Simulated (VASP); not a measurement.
A run of VASP 6.6.1 is set up as follows.

INCAR

```
SYSTEM = CdSe
ALGO = Normal
EDIFF = 1E-6
ENCUT = 520
GGA = PE
ISIF = 2
ISMEAR = 0
LASPH = .TRUE.
LCHARG = .FALSE.
LREAL = .FALSE.
LWAVE = .FALSE.
NBANDS = 16
NELM = 60
PREC = Accurate
SIGMA = 0.05
```

The input KPOINTS:

```
k-points
0
G
  10 10 10
  0 0 0
```

Contents of POSCAR:

```
CdSe
1.0
    0.0000000000      3.1825141658      3.1825141658
    3.1825141658      0.0000000000      3.1825141658
    3.0187207701      3.0187207701      0.1637933957
Cd Se
1 1
Direct
    0.0000000000      0.0000000000      0.0000000000
    0.7500000000      0.7500000000      0.7500000000
```

Potentials or basis: VASP PAW PBE potentials, release 64 (Cd, Se).

Command:

```sh
$ cat potpaw_PBE.64/Cd/POTCAR potpaw_PBE.64/Se/POTCAR > POTCAR
$ mpirun -np 1 vasp_std > vasp.out
```

**Question.** What does it give for the band gap on the k mesh?

**Answer.** 0.55 eV, direct.

**Question.** Estimate the largest force.

**Answer.** 0.658 eV/Å.

**Question.** Estimate the pressure.

**Answer.** 0.8 GPa.

Forces on the atoms (eV/Å):
```
Cd  -0.380 -0.380  0.380
Se   0.380  0.380 -0.380
```
